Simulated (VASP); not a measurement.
A run of VASP 6.6.1:

The input INCAR:

```
  PREC = Accurate
  ENCUT = 520
  EDIFF = 1E-6
  ISMEAR = 0
  SIGMA = 0.05
  LREAL = Auto
  LASPH = True
  NELM = 100
  ALGO = Normal
  ISIF = 2
  LWAVE = False
  LCHARG = True
  GGA = PS
  LELF = True
  LVHAR = True
  NBANDS = 54
```

Contents of KPOINTS:

```
Automatic mesh
0
Gamma
  4 4 2
```

POSCAR

```
CO
1.0
    0.0000000000     -5.9526445718      0.0000000000
    0.0000000000      0.0000000000     -5.9526445718
   11.9052891436     -5.4567892790      5.4567892790
C O
8 8
Direct
   -0.0630329055      0.1337355413      0.1073243410
   -0.5213829055      0.5920855413      0.6073243410
    0.1463329055      1.3536670945      0.8926756590
    0.6046829055      0.8953170945      0.3926756590
   -0.3212605413      1.7505579055      0.8573243410
    0.1370894587      1.2922079055      0.3573243410
   -0.0537894587      1.0537894587      0.6426756590
    0.4045605413      0.5954394587      0.1426756590
    0.3183982543      1.5325781975      0.6622558870
    0.7767482543      1.0742281975      0.1622558870
   -0.6934482543      1.1934482543      0.8377441130
   -0.2350982543      0.7350982543      0.3377441130
   -0.2617531975      0.9107767457      0.9122558870
    0.1965968025      0.4524267457      0.4122558870
    0.3450531975      0.6549468025      0.0877441130
   -0.1132968025      1.1132968025      0.5877441130
```

Potentials or basis: VASP PAW PBE potentials, release 64 (C, O).

Launch:

```sh
$ cat potpaw_PBE.64/C/POTCAR potpaw_PBE.64/O/POTCAR > POTCAR
$ mpirun -np 1 vasp_std > vasp.out
```

Hardware: 1 thread of Intel Xeon 8259CL, on a shared host.

Problem. Estimate the wall time of this run.

Solution. Wall time 14 min on 1 thread of Intel Xeon 8259CL (shared host), peak memory 0.69 GiB. Counts: scf iterations 15, k points 20.
